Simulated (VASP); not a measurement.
# Rb (I4/mmm) in VASP: further runs

Rb is run at these levels: PBEsol; tasks: single point.

All numbers are computed with VASP 6.6.1; they aren't measurements. Logs are shortened: lines on timing, memory, paths and dates and some standing lists are left out, and cuts for length are marked.

## 1. The cell of the first run

Symmetry: I4/mmm, No. 139, tetragonal system. The conventional cell has a = 5.438 Å, b = 5.438 Å, c = 5.736 Å, α = 90.00°, β = 90.00°, γ = 90.00°.

## 2. Single point, PBEsol

INCAR reads:

```
  PREC = Accurate
  ENCUT = 520
  EDIFF = 1E-7
  ISMEAR = 0
  SIGMA = 0.1
  LREAL = False
  LASPH = True
  NELM = 100
  ALGO = Fast
  ISIF = 2
  LWAVE = False
  LCHARG = False
  GGA = PS
  ISYM = 0
  NBANDS = 10
```

KPOINTS reads:

```
regular mesh
0
Gamma
  7 7 12
```

POSCAR reads:

```
Rb
1.0
    5.4384501876      0.0000000000      0.0000000000
    0.0000000000      5.4384501876      0.0000000000
   -2.7192250938      2.7192250938      2.8681254471
Rb
1
Direct
    0.0000000000      0.0000000000      0.0000000000
```

Potentials or basis: VASP PAW PBE potentials, release 64 (Rb_sv).

Run with:

```console
cat potpaw_PBE.64/Rb_sv/POTCAR > POTCAR
mpirun -np 1 vasp_std > vasp.out
```

OUTCAR:

```text
PREC = Accurate
   ENCUT = 520
   EDIFF = 1E-7
   ISMEAR = 0
   LREAL = False
   LASPH = True
   NELM = 100
   ISIF = 2
   GGA = PS
   ISYM = 0

 ion  position               nearest neighbor table
   1  0.000  0.000  0.000-

IMPORTANT INFORMATION: All symmetrisations will be switched off!
NOSYMM: (Re-)initialisation of all symmetry stuff for point group C_1.

----------------------------------------------------------------------------------------

                                     Primitive cell

  volume of cell :      84.8298

  direct lattice vectors                    reciprocal lattice vectors
     5.438450188  0.000000000  0.000000000     0.183875914  0.000000000  0.174329892
     0.000000000  5.438450188  0.000000000     0.000000000  0.183875914 -0.174329892
    -2.719225094  2.719225094  2.868125447     0.000000000  0.000000000  0.348659784

  length of vectors
     5.438450188  5.438450188  4.797344453     0.253379682  0.253379682  0.348659784

  position of ions in fractional coordinates (direct lattice)
     0.000000000  0.000000000  0.000000000

  ion indices of the primitive-cell ions
   primitive index   ion index
                 1           1

----------------------------------------------------------------------------------------

 KPOINTS: regular mesh

Automatic generation of k-mesh.
 Grid dimensions read from file:
 generate k-points for:    7    7   12

 Generating k-lattice:

  Cartesian coordinates                     Fractional coordinates (reciprocal lattice)
     0.026267988  0.000000000  0.024904270     0.142857143  0.000000000  0.000000000
     0.000000000  0.026267988 -0.024904270     0.000000000  0.142857143  0.000000000
     0.000000000  0.000000000  0.029054982     0.000000000  0.000000000  0.083333333

  Length of vectors
     0.036197097  0.036197097  0.029054982

  Shift w.r.t. Gamma in fractional coordinates (k-lattice)
     0.000000000  0.000000000  0.000000000

 -----------------------------------------------------------------------------
|                                                                             |
|           W    W    AA    RRRRR   N    N  II  N    N   GGGG   !!!           |
|           W    W   A  A   R    R  NN   N  II  NN   N  G    G  !!!           |
|           W    W  A    A  R    R  N N  N  II  N N  N  G       !!!           |
|           W WW W  AAAAAA  RRRRR   N  N N  II  N  N N  G  GGG   !            |
|           WW  WW  A    A  R   R   N   NN  II  N   NN  G    G                |
|           W    W  A    A  R    R  N    N  II  N    N   GGGG   !!!           |
|                                                                             |
|     Your reciprocal lattice and k-lattice belong to different lattice       |
|     classes:                                                                |
|                                                                             |
|        The reciprocal lattice is body-centered tetragonal,                  |
|        whereas your k-lattice is base-centered monoclinic.                  |
|                                                                             |
|     Results are often still useful ...                                      |
|                                                                             |
 -----------------------------------------------------------------------------

 WARNING: IBZKPT: internal override: KBLOWUP is changed to .FALSE.
      ... skipping the blow-up phase ...

 Subroutine IBZKPT returns following result:
 ===========================================

 Found    295 irreducible k-points:

 Following reciprocal coordinates:
            Coordinates               Weight
  0.000000  0.000000  0.000000      1.000000
  0.142857  0.000000  0.000000      2.000000
  0.285714  0.000000  0.000000      2.000000
  0.428571  0.000000  0.000000      2.000000
  0.000000  0.142857 -0.000000      2.000000
  0.142857  0.142857  0.000000      2.000000
[... 16 lines left out ...]
 -0.428571  0.428571 -0.000000      2.000000
 -0.285714  0.428571  0.000000      2.000000
 [... further k-points ...]
   k-points           NKPTS =    295   k-points in BZ     NKDIM =    295   number of bands    NBANDS=     10
   number of dos      NEDOS =    301   number of ions     NIONS =      1
   total plane-waves  NPLWV =  57600
   dimension x,y,z NGX =    40 NGY =   40 NGZ =   36
   dimension x,y,z NGXF=    80 NGYF=   80 NGZF=   72
   ions per type =               1
   NGX,Y,Z   is equivalent  to a cutoff of  12.23, 12.23, 12.48 a.u.
   NGXF,Y,Z  is equivalent  to a cutoff of  24.45, 24.45, 24.95 a.u.
 SYSTEM =  unknown system
   PREC   = accura    normal or accurate (medium, high low for compatibility)
   ISTART =      0    job   : 0-new  1-cont  2-samecut
   ICHARG =      2    charge: 1-file 2-atom 10-const
   ISPIN  =      1    spin polarized calculation?
   LNONCOLLINEAR =      F non collinear calculations
   LSORBIT =      F    spin-orbit coupling
   LASPH  =      T    aspherical Exc in radial PAW
   ENCUT  =  520.0 eV  38.22 Ry    6.18 a.u.  10.11 10.11  8.92*2*pi/ulx,y,z
   NELM   =    100;   NELMIN=  2; NELMDL= -5     # of ELM steps
   EDIFF  = 0.1E-06   stopping-criterion for ELM
   LREAL  =      F    real-space projection
   EDIFFG = 0.1E-05   stopping-criterion for IOM
   NSW    =      0    number of steps for IOM
   IBRION =     -1    ionic relax: 0-MD 1-quasi-New 2-CG
   NFREE  =      0    steps in history (QN), initial steepest desc. (CG)
   ISIF   =      2    stress and relaxation
   ISYM   =      0    0-nonsym 1-usesym 2-fastsym
   POTIM  = 0.5000    time-step for ionic-motion
   TEBEG  =    0.0;   TEEND  =   0.0 temperature during run
   PSTRESS=    0.0 pullay stress
   NELECT =       9.0000    total number of electrons
   NUPDOWN=      -1.0000    fix difference up-down
   EMIN   =  10.00;   EMAX   =-10.00  energy-range for DOS
   EFERMI =   0.00;   METHOD = LEGACY
   ISMEAR =     0;   SIGMA  =   0.10  broadening in eV -4-tet -1-fermi 0-gaus
   EFERMI_NEDOS =   21; number of points for ismear=-14 and -15
   IALGO  =     68    algorithm
   IMIX   =      4    mixing-type and parameters
     AMIX     =   0.40;   BMIX     =  1.00
     AMIX_MAG =   1.60;   BMIX_MAG =  1.00
  volume/ion in A,a.u.               =      84.83       572.46
  Fermi-wavevector in a.u.,A,eV,Ry     =   0.775008  1.464553  8.172168  0.600637
  Thomas-Fermi vector in A             =   1.877185
   LORBIT       =      0    0 simple, 1 ext, 2 COOP (PROOUT), +10 PAW based schemes
   GGA     = PS    functional components
   LHFCALC =     F    Hartree Fock is set to
   AEXX    =    0.0000 exact exchange contribution
   IVDW    =     0    specifies the selected vdW correction
   LEPSILON=     F    determine dielectric tensor
   LRPA    =     F    only Hartree local field effects (RPA)
 non-spin polarized calculation
 RMM-DIIS sequential band-by-band and
 Gauss-broadening in eV      SIGMA  =   0.10
  energy-cutoff  :      520.00
  volume of cell :       84.83
 maximum number of plane-waves:      2330
   NGX = 21   NGY = 21   NGZ = 17

 number of electron       9.0000000 magnetization

 Free energy of the ion-electron system (eV)
  ---------------------------------------------------
  ext. energy  EPLUGINS =         0.00000000
  ---------------------------------------------------
  free energy    TOTEN  =        -1.02416098 eV

  energy without entropy =       -1.01942936  energy(sigma->0) =       -1.02179517

 E-fermi :   0.1162     XC(G=0):  -5.6985

 val. band max:        0.0798891149   @ k =  -0.1429   0.4286   0.5000
 cond. band min:       0.1410389788   @ k =   0.0000  -0.4286   0.1667
 fundamental gap:      0.0611498639
 Fermi energy:         0.1162084116

 k-point     1 :       0.0000    0.0000    0.0000
  band No.  band energies     occupation
      1     -28.7152      2.00000
      2     -12.7543      2.00000
      3     -12.7542      2.00000
      4     -12.7542      2.00000
      5      -1.9663      2.00000
      6       3.7660      0.00000
      7       3.7660      0.00000
      8       4.0413      0.00000
      9       4.6493      0.00000
     10       5.0371      0.00000

 k-point     2 :       0.1429    0.0000    0.0000
  band No.  band energies     occupation
      1     -28.7141      2.00000
      2     -12.7780      2.00000
      3     -12.7615      2.00000
      4     -12.7542      2.00000
      5      -1.7157      2.00000
      6       3.3449      0.00000
      7       3.5875      0.00000
      8       4.1621      0.00000
      9       4.4454      0.00000
     10       4.8737      0.00000

 k-point     3 :       0.2857    0.0000    0.0000
  band No.  band energies     occupation
      1     -28.7116      2.00000
      2     -12.8306      2.00000
      3     -12.7777      2.00000
      4     -12.7539      2.00000
      5      -1.0160      2.00000
      6       2.2889      0.00000
      7       3.1285      0.00000
      8       4.5825      0.00000
      9       4.8448      0.00000
     10       4.8541      0.00000

 k-point     4 :       0.4286    0.0000    0.0000
  band No.  band energies     occupation
      1     -28.7096      2.00000
      2     -12.8718      2.00000
      3     -12.7907      2.00000
      4     -12.7537      2.00000
      5      -0.0420      1.97472
      6       1.2350      0.00000
      7       2.8417      0.00000
      8       4.4699      0.00000
      9       5.1980      0.00000
     10       5.9183      0.00000
[... 222 lines left out ...]
 k-point    22 :       0.4286    0.4286    0.0000
  band No.  band energies     occupation
      1     -28.7094      2.00000
      2     -12.8700      2.00000
      3     -12.7960      2.00000
      4     -12.7580      2.00000
      5       0.0456      1.68218
      6       1.3574      0.00000
      7       2.5553      0.00000
      8       4.7457      0.00000
      9       5.0903      0.00000
     10       5.7016      0.00000

 k-point    23 :      -0.4286    0.4286   -0.0000
  band No.  band energies     occupation
      1     -28.7088      2.00000
      2     -12.8680      2.00000
      3     -12.8048      2.00000
      4     -12.7656      2.00000
      5       0.5778      0.00000
      6       1.0678      0.00000
      7       2.2987      0.00000
      8       4.2591      0.00000
      9       5.3291      0.00000
     10       5.5670      0.00000

 k-point    24 :      -0.2857    0.4286    0.0000
  band No.  band energies     occupation
      1     -28.7087      2.00000
      2     -12.8528      2.00000
      3     -12.8197      2.00000
      4     -12.7698      2.00000
      5       0.6352      0.00000
      6       1.4414      0.00000
      7       1.8199      0.00000
      8       4.3311      0.00000
      9       4.7447      0.00000
     10       5.4558      0.00000

 [... further k-points ...]

------------------------ aborting loop because EDIFF is reached ----------------------------------------

  FORCE on cell =-STRESS in cart. coord.  units (eV):
  Direction    XX          YY          ZZ          XY          YZ          ZX
  --------------------------------------------------------------------------------------
  -------------------------------------------------------------------------------------
  Total        0.0430700      0.0430683     -0.0002477     -0.0034346      0.0136768     -0.0136737
  in kB        0.8134624      0.8134303     -0.0046780     -0.0648697      0.2583129     -0.2582544
  external PRESSURE =       0.5407382 kB  Pullay stress =       0.0000000 kB

 VOLUME and BASIS-vectors are now :
 -----------------------------------------------------------------------------
  energy-cutoff  :      520.00
  volume of cell :       84.83
      direct lattice vectors                 reciprocal lattice vectors
     5.438450188  0.000000000  0.000000000     0.183875914  0.000000000  0.174329892
     0.000000000  5.438450188  0.000000000     0.000000000  0.183875914 -0.174329892
    -2.719225094  2.719225094  2.868125447     0.000000000  0.000000000  0.348659784

 POSITION                                       TOTAL-FORCE (eV/Angst)
 -----------------------------------------------------------------------------------
      0.00000      0.00000      0.00000        -0.000009     -0.000009     -0.000006
 -----------------------------------------------------------------------------------
    total drift:                               -0.000009     -0.000009     -0.000006

  FREE ENERGIE OF THE ION-ELECTRON SYSTEM (eV)
  ---------------------------------------------------
  free  energy   TOTEN  =        -1.0241609831 eV

  energy  without entropy=       -1.0194293559  energy(sigma->0) =       -1.02179517
```

It took 8.7 min on 1 thread of Oxide Virtual Turin-like, shared host; peak memory 0.36 GiB.

What came out:

| Property | Result |
| --- | --- |
| Free energy | -1.0242 eV |
| Pressure | 0.1 GPa |
| Band gap on the k mesh | zero (an odd number of electrons rules out a gap without spin polarisation) |

Caveat: the PAW data sets were made with another functional, which shifts forces and pressure a little.

## 3. Single point, PBEsol

INCAR reads:

```
SYSTEM = Rb
PREC = Accurate
ENCUT = 520
EDIFF = 1E-7
ISMEAR = 0
SIGMA = 0.1
LREAL = .False.
LASPH = .True.
NELM = 60
ALGO = Fast
ISIF = 2
LWAVE = .False.
LCHARG = .False.
GGA = PS
ISYM = 0
NBANDS = 10
```

KPOINTS reads:

```
Automatic mesh
0
Gamma
  7 7 12
  0 0 0
```

POSCAR is that of step 2.

Potentials or basis: VASP PAW PBE potentials, release 64 (Rb_sv).

Run with:

```console
cat potpaw_PBE.64/Rb_sv/POTCAR > POTCAR
mpirun -np 1 vasp_std > vasp.out
```

OUTCAR:

```text
SYSTEM = Rb
   PREC = Accurate
   ENCUT = 520
   EDIFF = 1E-7
   ISMEAR = 0
   LREAL = .False.
   LASPH = .True.
   NELM = 60
   ISIF = 2
   GGA = PS
   ISYM = 0

 ion  position               nearest neighbor table
   1  0.000  0.000  0.000-

IMPORTANT INFORMATION: All symmetrisations will be switched off!
NOSYMM: (Re-)initialisation of all symmetry stuff for point group C_1.

----------------------------------------------------------------------------------------

                                     Primitive cell

  volume of cell :      84.8298

  direct lattice vectors                    reciprocal lattice vectors
     5.438450188  0.000000000  0.000000000     0.183875914  0.000000000  0.174329892
     0.000000000  5.438450188  0.000000000     0.000000000  0.183875914 -0.174329892
    -2.719225094  2.719225094  2.868125447     0.000000000  0.000000000  0.348659784

  length of vectors
     5.438450188  5.438450188  4.797344453     0.253379682  0.253379682  0.348659784

  position of ions in fractional coordinates (direct lattice)
     0.000000000  0.000000000  0.000000000

  ion indices of the primitive-cell ions
   primitive index   ion index
                 1           1
[... 151 lines left out ...]
  band No.  band energies     occupation
      1     -28.7152      2.00000
      2     -12.7543      2.00000
      3     -12.7542      2.00000
      4     -12.7542      2.00000
      5      -1.9663      2.00000
      6       3.7660      0.00000
      7       3.7660      0.00000
      8       4.0413      0.00000
      9       4.6493      0.00000
     10       5.0371      0.00000
[... 287 lines left out ...]
 k-point    24 :      -0.2857    0.4286    0.0000
  band No.  band energies     occupation
      1     -28.7087      2.00000
      2     -12.8528      2.00000
      3     -12.8197      2.00000
      4     -12.7698      2.00000
      5       0.6352      0.00000
      6       1.4414      0.00000
      7       1.8199      0.00000
      8       4.3311      0.00000
      9       4.7447      0.00000
     10       5.4558      0.00000

 [... further k-points ...]

------------------------ aborting loop because EDIFF is reached ----------------------------------------

  FORCE on cell =-STRESS in cart. coord.  units (eV):
  Direction    XX          YY          ZZ          XY          YZ          ZX
  --------------------------------------------------------------------------------------
  -------------------------------------------------------------------------------------
  Total        0.0430700      0.0430683     -0.0002477     -0.0034346      0.0136768     -0.0136737
  in kB        0.8134624      0.8134303     -0.0046780     -0.0648697      0.2583129     -0.2582544
  external PRESSURE =       0.5407382 kB  Pullay stress =       0.0000000 kB

 VOLUME and BASIS-vectors are now :
 -----------------------------------------------------------------------------
  energy-cutoff  :      520.00
  volume of cell :       84.83
      direct lattice vectors                 reciprocal lattice vectors
     5.438450188  0.000000000  0.000000000     0.183875914  0.000000000  0.174329892
     0.000000000  5.438450188  0.000000000     0.000000000  0.183875914 -0.174329892
    -2.719225094  2.719225094  2.868125447     0.000000000  0.000000000  0.348659784

 POSITION                                       TOTAL-FORCE (eV/Angst)
 -----------------------------------------------------------------------------------
      0.00000      0.00000      0.00000        -0.000009     -0.000009     -0.000006
 -----------------------------------------------------------------------------------
    total drift:                               -0.000009     -0.000009     -0.000006

  FREE ENERGIE OF THE ION-ELECTRON SYSTEM (eV)
  ---------------------------------------------------
  free  energy   TOTEN  =        -1.0241609831 eV

  energy  without entropy=       -1.0194293559  energy(sigma->0) =       -1.02179517
```

OSZICAR:

```text
N       E                     dE             d eps       ncg     rms          rms(c)
DAV:   1     0.423236311113E+02    0.42324E+02   -0.33564E+03  5900   0.666E+02
DAV:   2     0.170643623700E+01   -0.40617E+02   -0.39677E+02  6636   0.125E+02
DAV:   3    -0.899539276126E+00   -0.26060E+01   -0.25955E+01  7750   0.320E+01
DAV:   4    -0.102265794868E+01   -0.12312E+00   -0.12271E+00  8366   0.578E+00
DAV:   5    -0.102464369653E+01   -0.19857E-02   -0.19855E-02  7946   0.698E-01    0.122E+00
RMM:   6    -0.102391696528E+01    0.72673E-03   -0.18115E-03  7142   0.261E-01    0.755E-01
RMM:   7    -0.102408431025E+01   -0.16734E-03   -0.41253E-03  7568   0.377E-01    0.541E-02
RMM:   8    -0.102415302071E+01   -0.68710E-04   -0.25399E-04  9093   0.991E-02    0.853E-03
RMM:   9    -0.102415896775E+01   -0.59470E-05   -0.62590E-05 10070   0.371E-02    0.730E-03
RMM:  10    -0.102416042500E+01   -0.14572E-05   -0.10252E-05 10463   0.175E-02    0.445E-03
RMM:  11    -0.102416068676E+01   -0.26176E-06   -0.47851E-06 10416   0.942E-03    0.840E-04
RMM:  12    -0.102416089318E+01   -0.20642E-06   -0.12858E-06  9348   0.539E-03    0.539E-04
RMM:  13    -0.102416098307E+01   -0.89886E-07   -0.62394E-07  8717   0.336E-03
   1 F= -.10241610E+01 E0= -.10217952E+01  d E =-.473163E-02
```

stdout:

```text
POSCAR found type information on POSCAR Rb
 POSCAR found :  1 types and       1 ions
 scaLAPACK will be used
 -----------------------------------------------------------------------------
|                                                                             |
|                                                                             |
|     You enforced a specific xc type in the INCAR file but a different       |
[... 31 lines left out ...]
WARNING in EDDRMM: call to ZHEGV failed, returncode =   8  4      7
WARNING in EDDRMM: call to ZHEGV failed, returncode =   6  3      5
WARNING in EDDRMM: call to ZHEGV failed, returncode =   8  4      7
WARNING in EDDRMM: call to ZHEGV failed, returncode =   8  4      9
WARNING in EDDRMM: call to ZHEGV failed, returncode =   8  4      8
WARNING in EDDRMM: call to ZHEGV failed, returncode =   6  3      7
WARNING in EDDRMM: call to ZHEGV failed, returncode =   6  3      5
```

It took 10 min on 1 thread of Oxide Virtual Turin-like, shared host; peak memory 0.36 GiB.

Results:

* Free energy: -1.0242 eV
* Pressure: 0.1 GPa
* Band gap on the k mesh: zero (an odd number of electrons rules out a gap without spin polarisation)

Caveat: the PAW data sets were made with another functional, which shifts forces and pressure a little.

The gap in the log of VASP goes by the Fermi energy; the results here count the filled bands.